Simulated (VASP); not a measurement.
# Mg3ZnC (I4mm) in VASP: further runs

The runs below take Mg3ZnC through single point, with PBE.

Everything below comes from runs of VASP 6.6.1. Logs are shortened: lines on timing, memory, paths and dates and some standing lists are left out, and cuts for length are marked.

### 1 The cell of the first run

Symmetry: I4mm, No. 107, tetragonal system. Conventional cell: a = 4.098 Å, b = 4.098 Å, c = 10.068 Å, α = 90.00°, β = 90.00°, γ = 90.00°. Within 3.3 Å of Mg (site symmetry 2mm) lie 6 Mg at 2.46 to 2.90 Å and 2 C at 2.47 Å and 4 Zn at 3.24 to 3.25 Å. Mg (site symmetry 4mm) has 1 C at 2.30 Å and 4 Mg at 2.46 Å and 4 Zn at 3.12 Å within 3.2 Å. Zn (site symmetry 4mm) has 13 Mg at 3.12 to 3.89 Å and 5 C at 3.12 to 3.88 Å and 4 Zn at 4.10 Å within 4.1 Å. Within 3.2 Å of C (site symmetry 4mm) lie 5 Mg at 2.30 to 2.47 Å and 4 Zn at 3.12 Å.

### 2 Single point, PBE

INCAR reads:

```
SYSTEM = Mg3ZnC
PREC     = Accurate       ! precision mode
ENCUT    = 520            ! plane-wave cutoff, eV
EDIFF    = 1E-6           ! SCF threshold, eV
ISMEAR   = 0              ! smearing method
SIGMA    = 0.1            ! smearing width, eV
LREAL    = .False.        ! projectors in reciprocal space
LASPH    = .True.         ! aspherical terms in the spheres
NELM     = 100            ! most SCF steps
ALGO     = Normal         ! electronic algorithm
ISIF     = 2              ! what is computed and relaxed
LWAVE    = .False.        ! write WAVECAR
LCHARG   = .False.        ! write CHGCAR
GGA      = PE             ! functional
NBANDS   = 19             ! bands
```

KPOINTS reads:

```
Automatic mesh
0
Gamma
  6 6 6
  0 0 0
```

POSCAR reads:

```
Mg3ZnC
1.0
   -2.0491455501      2.0491455501      5.0338555171
    2.0491455501     -2.0491455501      5.0338555171
    2.0491455501      2.0491455501     -5.0338555171
Mg Zn C
3 1 1
Direct
    0.8858000000      0.3858000000      0.5000000000
    0.3858000000      0.8858000000      0.5000000000
    0.7504000000      0.7504000000      0.0000000000
    0.1365000000      0.1365000000      0.0000000000
    0.5221000000      0.5221000000      0.0000000000
```

Potentials or basis: VASP PAW PBE potentials, release 64 (Mg, Zn, C).

Launch:

```sh
cat potpaw_PBE.64/Mg/POTCAR potpaw_PBE.64/Zn/POTCAR potpaw_PBE.64/C/POTCAR > POTCAR
mpirun -np 1 vasp_std > vasp.out
```

OUTCAR:

```text
SYSTEM = Mg3ZnC
   PREC = Accurate
   ENCUT = 520
   EDIFF = 1E-6
   ISMEAR = 0
   LREAL = .False.
   LASPH = .True.
   NELM = 100
   ISIF = 2
   GGA = PE

 ion  position               nearest neighbor table
   1  0.886  0.386  0.500-   3 2.46   3 2.46   5 2.47   5 2.47   2 2.90   2 2.90   2 2.90   2 2.90
                             4 3.24   4 3.24   4 3.25   4 3.25
   2  0.386  0.886  0.500-   3 2.46   3 2.46   5 2.47   5 2.47   1 2.90   1 2.90   1 2.90   1 2.90
                             4 3.24   4 3.24   4 3.25   4 3.25
   3  0.750  0.750  0.000-   5 2.30   1 2.46   2 2.46   1 2.46   2 2.46   4 3.12   4 3.12   4 3.12
                             4 3.12
   4  0.136  0.136  0.000-   3 3.12   3 3.12   3 3.12   3 3.12   2 3.24   1 3.24   1 3.24   2 3.24
                             2 3.25   1 3.25   1 3.25   2 3.25
   5  0.522  0.522  0.000-   3 2.30   2 2.47   1 2.47   2 2.47   1 2.47

  LATTYP: Found a body centered tetragonal cell.
 ALAT       =     4.0982911002
 C/A-ratio  =     2.4565631840

  Lattice vectors:

 A1 = (  -2.0491455501,   2.0491455501,   5.0338555171)
 A2 = (   2.0491455501,  -2.0491455501,   5.0338555171)
 A3 = (   2.0491455501,   2.0491455501,  -5.0338555171)

Analysis of symmetry for initial positions (statically):
=====================================================================
 Subroutine PRICEL returns:
 Original cell was already a primitive cell.

 Routine SETGRP: Setting up the symmetry group for a
 body centered tetragonal supercell.

 Subroutine GETGRP returns: Found  8 space group operations
 (whereof  8 operations were pure point group operations)
 out of a pool of 16 trial point group operations.

The static configuration has the point symmetry C_4v.

Analysis of symmetry for dynamics (positions and initial velocities):
=====================================================================
 Subroutine PRICEL returns:
 Original cell was already a primitive cell.

 Routine SETGRP: Setting up the symmetry group for a
 body centered tetragonal supercell.

 Subroutine GETGRP returns: Found  8 space group operations
 (whereof  8 operations were pure point group operations)
 out of a pool of 16 trial point group operations.

The dynamic configuration has the point symmetry C_4v.

 Subroutine INISYM returns: Found  8 space group operations
 (whereof  8 operations are pure point group operations),
 and found     1 'primitive' translations

----------------------------------------------------------------------------------------

                                     Primitive cell

  volume of cell :      84.5486

  direct lattice vectors                    reciprocal lattice vectors
    -2.049145550  2.049145550  5.033855517     0.000000000  0.244004141  0.099327444
     2.049145550 -2.049145550  5.033855517     0.244004141  0.000000000  0.099327444
     2.049145550  2.049145550 -5.033855517     0.244004141  0.244004141  0.000000000

  length of vectors
     5.808415992  5.808415992  5.808415992     0.263446317  0.263446317  0.345073966

  position of ions in fractional coordinates (direct lattice)
     0.885800000  0.385800000  0.500000000
     0.385800000  0.885800000  0.500000000
     0.750400000  0.750400000  0.000000000
     0.136500000  0.136500000  0.000000000
     0.522100000  0.522100000  0.000000000

  ion indices of the primitive-cell ions
   primitive index   ion index
                 1           1
                 2           2
                 3           3
                 4           4
                 5           5

----------------------------------------------------------------------------------------

 KPOINTS: Automatic mesh

Automatic generation of k-mesh.
 Grid dimensions read from file:
 generate k-points for:    6    6    6

 Generating k-lattice:

  Cartesian coordinates                     Fractional coordinates (reciprocal lattice)
     0.000000000  0.040667357  0.016554574     0.166666667  0.000000000 -0.000000000
     0.040667357  0.000000000  0.016554574     0.000000000  0.166666667 -0.000000000
     0.040667357  0.040667357  0.000000000     0.000000000  0.000000000  0.166666667

  Length of vectors
     0.043907720  0.043907720  0.057512328

  Shift w.r.t. Gamma in fractional coordinates (k-lattice)
     0.000000000  0.000000000  0.000000000

 Subroutine IBZKPT returns following result:
 ===========================================

 Found     30 irreducible k-points:

 Following reciprocal coordinates:
            Coordinates               Weight
  0.000000  0.000000  0.000000      1.000000
  0.166667  0.000000 -0.000000      8.000000
  0.333333  0.000000 -0.000000      8.000000
  0.500000  0.000000 -0.000000      4.000000
  0.166667  0.166667 -0.000000      8.000000
  0.333333  0.166667 -0.000000     16.000000
[... 16 lines left out ...]
 -0.333333 -0.333333  0.166667      8.000000
 -0.166667 -0.333333  0.166667      8.000000
 [... further k-points ...]
   k-points           NKPTS =     30   k-points in BZ     NKDIM =     30   number of bands    NBANDS=     19
   number of dos      NEDOS =    301   number of ions     NIONS =      5
   total plane-waves  NPLWV = 110592
   dimension x,y,z NGX =    48 NGY =   48 NGZ =   48
   dimension x,y,z NGXF=    96 NGYF=   96 NGZF=   96
   ions per type =               3   1   1
   NGX,Y,Z   is equivalent  to a cutoff of  13.74, 13.74, 13.74 a.u.
   NGXF,Y,Z  is equivalent  to a cutoff of  27.48, 27.48, 27.48 a.u.
 SYSTEM =  Mg3ZnC
   PREC   = accura    normal or accurate (medium, high low for compatibility)
   ISTART =      0    job   : 0-new  1-cont  2-samecut
   ICHARG =      2    charge: 1-file 2-atom 10-const
   ISPIN  =      1    spin polarized calculation?
   LNONCOLLINEAR =      F non collinear calculations
   LSORBIT =      F    spin-orbit coupling
   LASPH  =      T    aspherical Exc in radial PAW
   ENCUT  =  520.0 eV  38.22 Ry    6.18 a.u.  10.80 10.80 10.80*2*pi/ulx,y,z
   NELM   =    100;   NELMIN=  2; NELMDL= -5     # of ELM steps
   EDIFF  = 0.1E-05   stopping-criterion for ELM
   LREAL  =      F    real-space projection
   EDIFFG = 0.1E-04   stopping-criterion for IOM
   NSW    =      0    number of steps for IOM
   IBRION =     -1    ionic relax: 0-MD 1-quasi-New 2-CG
   NFREE  =      0    steps in history (QN), initial steepest desc. (CG)
   ISIF   =      2    stress and relaxation
   ISYM   =      2    0-nonsym 1-usesym 2-fastsym
   POTIM  = 0.5000    time-step for ionic-motion
   TEBEG  =    0.0;   TEEND  =   0.0 temperature during run
   PSTRESS=    0.0 pullay stress
   NELECT =      22.0000    total number of electrons
   NUPDOWN=      -1.0000    fix difference up-down
   EMIN   =  10.00;   EMAX   =-10.00  energy-range for DOS
   EFERMI =   0.00;   METHOD = LEGACY
   ISMEAR =     0;   SIGMA  =   0.10  broadening in eV -4-tet -1-fermi 0-gaus
   EFERMI_NEDOS =   21; number of points for ismear=-14 and -15
   IALGO  =     38    algorithm
   IMIX   =      4    mixing-type and parameters
     AMIX     =   0.40;   BMIX     =  1.00
     AMIX_MAG =   1.60;   BMIX_MAG =  1.00
  volume/ion in A,a.u.               =      16.91       114.11
  Fermi-wavevector in a.u.,A,eV,Ry     =   1.045154  1.975055 14.862281  1.092347
  Thomas-Fermi vector in A             =   2.179937
   LORBIT       =      0    0 simple, 1 ext, 2 COOP (PROOUT), +10 PAW based schemes
   GGA     = PE    functional components
   LHFCALC =     F    Hartree Fock is set to
   AEXX    =    0.0000 exact exchange contribution
   IVDW    =     0    specifies the selected vdW correction
   LEPSILON=     F    determine dielectric tensor
   LRPA    =     F    only Hartree local field effects (RPA)
 non-spin polarized calculation
 Gauss-broadening in eV      SIGMA  =   0.10
  energy-cutoff  :      520.00
  volume of cell :       84.55
 maximum number of plane-waves:      2299
 NGX is ok and might be reduce to    48
   NGX = 21   NGY = 21   NGZ = 21

 number of electron      22.0000002 magnetization

 Free energy of the ion-electron system (eV)
  ---------------------------------------------------
  ext. energy  EPLUGINS =         0.00000000
  ---------------------------------------------------
  free energy    TOTEN  =        -9.68304567 eV

  energy without entropy =       -9.66891142  energy(sigma->0) =       -9.67597855

 E-fermi :   2.8987     XC(G=0):  -9.5839

 val. band max:        2.8859522469   @ k =  -0.3333   0.5000   0.3333
 cond. band min:       2.8993576699   @ k =   0.3333   0.1667  -0.0000
 fundamental gap:      0.0134054230
 Fermi energy:         2.8987172983

 k-point     1 :       0.0000    0.0000    0.0000
  band No.  band energies     occupation
      1      -6.9837      2.00000
      2      -4.0253      2.00000
      3      -3.9745      2.00000
      4      -3.9627      2.00000
      5      -3.9627      2.00000
      6      -3.9044      2.00000
[... 11 lines left out ...]
     18       8.9957      0.00000
     19      10.4272      0.00000

 k-point     2 :       0.1667    0.0000   -0.0000
  band No.  band energies     occupation
      1      -6.8184      2.00000
      2      -4.0210      2.00000
      3      -3.9819      2.00000
      4      -3.9641      2.00000
      5      -3.9596      2.00000
      6      -3.9143      2.00000
[... 11 lines left out ...]
     18       9.4988      0.00000
     19      10.3480      0.00000

 k-point     3 :       0.3333    0.0000   -0.0000
  band No.  band energies     occupation
      1      -6.4298      2.00000
      2      -4.0355      2.00000
      3      -3.9816      2.00000
      4      -3.9536      2.00000
      5      -3.9444      2.00000
      6      -3.9337      2.00000
[... 11 lines left out ...]
     18      10.0483      0.00000
     19      10.1867      0.00000

 k-point     4 :       0.5000    0.0000   -0.0000
  band No.  band energies     occupation
      1      -6.1925      2.00000
      2      -4.0290      2.00000
      3      -3.9756      2.00000
      4      -3.9509      2.00000
      5      -3.9431      2.00000
      6      -3.9398      2.00000
[... 407 lines left out ...]
     18       8.9862      0.00000
     19       9.4936      0.00000

 k-point    23 :      -0.3333   -0.3333    0.1667
  band No.  band energies     occupation
      1      -6.4820      2.00000
      2      -4.0247      2.00000
      3      -3.9690      2.00000
      4      -3.9581      2.00000
      5      -3.9531      2.00000
      6      -3.9202      2.00000
[... 11 lines left out ...]
     18       9.3245      0.00000
     19       9.7722      0.00000

 k-point    24 :      -0.1667   -0.3333    0.1667
  band No.  band energies     occupation
      1      -6.6819      2.00000
      2      -4.0318      2.00000
      3      -3.9726      2.00000
      4      -3.9633      2.00000
      5      -3.9564      2.00000
      6      -3.9140      2.00000
[... 11 lines left out ...]
     18       9.6039      0.00000
     19      10.0753      0.00000

 [... further k-points ...]
[... 5 lines left out ...]
  --------------------------------------------------------------------------------------
  -------------------------------------------------------------------------------------
  Total        3.9335222      3.9335222      1.1830402      0.0000000      0.0000000      0.0000000
  in kB       74.5393897     74.5393897     22.4183539      0.0000000      0.0000000      0.0000000
  external PRESSURE =      57.1657111 kB  Pullay stress =       0.0000000 kB

 VOLUME and BASIS-vectors are now :
 -----------------------------------------------------------------------------
  energy-cutoff  :      520.00
  volume of cell :       84.55
      direct lattice vectors                 reciprocal lattice vectors
    -2.049145550  2.049145550  5.033855517     0.000000000  0.244004141  0.099327444
     2.049145550 -2.049145550  5.033855517     0.244004141  0.000000000  0.099327444
     2.049145550  2.049145550 -5.033855517     0.244004141  0.244004141  0.000000000

 POSITION                                       TOTAL-FORCE (eV/Angst)
 -----------------------------------------------------------------------------------
     -0.00000      2.04915      3.88412        -0.000000      0.000000      3.250931
      2.04915     -0.00000      3.88412         0.000000     -0.000000      3.250931
      0.00000      0.00000      7.55481        -0.000000     -0.000000     -5.714022
      0.00000      0.00000      1.37424         0.000000      0.000000     -0.016714
      0.00000      0.00000      5.25635         0.000000      0.000000     -0.771127
 -----------------------------------------------------------------------------------
    total drift:                                0.000000      0.000000     -0.000463

  FREE ENERGIE OF THE ION-ELECTRON SYSTEM (eV)
  ---------------------------------------------------
  free  energy   TOTEN  =        -9.6830456699 eV

  energy  without entropy=       -9.6689114205  energy(sigma->0) =       -9.67597855
```

It took 47 s on 1 thread of Intel Xeon 6975P-C (Granite Rapids), shared host; peak memory 0.34 GiB.

What came out:

- Free energy: -9.6830 eV
- Pressure: 5.7 GPa
- Largest force: 5.714 eV/Å
- Band gap on the k mesh: zero (bands 11 and 12 overlap by 1.55 eV)

Forces in eV/Å, atoms in the order of the input:
```
Mg   0.000  0.000  3.251
Mg   0.000  0.000  3.251
Mg   0.000  0.000 -5.714
Zn   0.000  0.000 -0.017
C    0.000  0.000 -0.771
```

Stress tensor (GPa, compression positive):
```
7.45 0.00 0.00
0.00 7.45 0.00
0.00 0.00 2.24
```

Caveat: the stress differs along the axes, from 2 to 7 GPa; forces of over 1 eV/Å act on the atoms, so gaps and moduli don't describe the material at rest.

### 3 Single point, PBE

This run uses another cell than the first one, of 17.60 Å³/atom.

INCAR reads:

```
SYSTEM = Mg3ZnC
  PREC = Accurate
  ENCUT = 520
  EDIFF = 1E-6
  ISMEAR = 0
  SIGMA = 0.1
  LREAL = .FALSE.
  LASPH = .TRUE.
  NELM = 100
  ALGO = Normal
  ISIF = 2
  LWAVE = .FALSE.
  LCHARG = .FALSE.
  GGA = PE
  NBANDS = 19
```

KPOINTS reads:

```
regular mesh
0
G
  6 6 6
  0 0 0
```

POSCAR reads:

```
Mg3ZnC
1.0
   -2.1779633100      2.1779633100      4.6369878341
    2.1779633100     -2.1779633100      4.6369878341
    2.1779633100      2.1779633100     -4.6369878341
Mg Zn C
3 1 1
Direct
    0.9387509542      0.4387509542      0.5000000000
    0.4387509542      0.9387509542      0.5000000000
    0.6661067419      0.6661067419      0.0000000000
    0.2061497862      0.2061497862      0.0000000000
    0.4308415634      0.4308415634      0.0000000000
```

Potentials or basis: VASP PAW PBE potentials, release 64 (Mg, Zn, C).

Launch:

```sh
cat potpaw_PBE.64/Mg/POTCAR potpaw_PBE.64/Zn/POTCAR potpaw_PBE.64/C/POTCAR > POTCAR
mpirun -np 1 vasp_std > vasp.out
```

It took 42 s on 1 thread of Intel Xeon 6975P-C (Granite Rapids), shared host; peak memory 0.28 GiB.

Results (log left out):

```yaml
Free_energy: -13.5818 eV
Pressure: 0.1 GPa
Largest_force: 0.039 eV/Å
Band_gap_on_the_k_mesh: zero (bands 11 and 12 overlap by 1.34 eV)
```

Forces in eV/Å, atoms in the order of the input:
```
Mg   0.000  0.000 -0.003
Mg   0.000  0.000 -0.003
Mg   0.000  0.000  0.005
Zn   0.000  0.000 -0.039
C    0.000  0.000  0.039
```

Levels at points of the mesh, in eV from the Fermi level:
| k point | band 8 | band 9 | band 10 | band 11 | band 12 | band 13 | band 14 | band 15 |
| --- | --- | --- | --- | --- | --- | --- | --- | --- |
| (0.00, 0.00, 0.00) | -3.26 | -2.12 | -2.12 | 0.66 | 1.48 | 1.48 | 2.11 | 3.13 |
| (0.50, 0.00, 0.00) | -3.70 | -2.86 | -2.07 | 0.25 | 1.59 | 2.11 | 2.48 | 4.42 |
| (0.50, 0.50, 0.00) | -3.88 | -3.37 | -2.34 | -1.69 | 0.34 | 0.84 | 2.52 | 3.49 |
| (0.50, 0.50, 0.50) | -2.60 | -2.60 | -1.89 | 0.30 | 1.91 | 3.06 | 3.06 | 4.51 |

The gap in the log of VASP goes by the Fermi energy; the results here count the filled bands.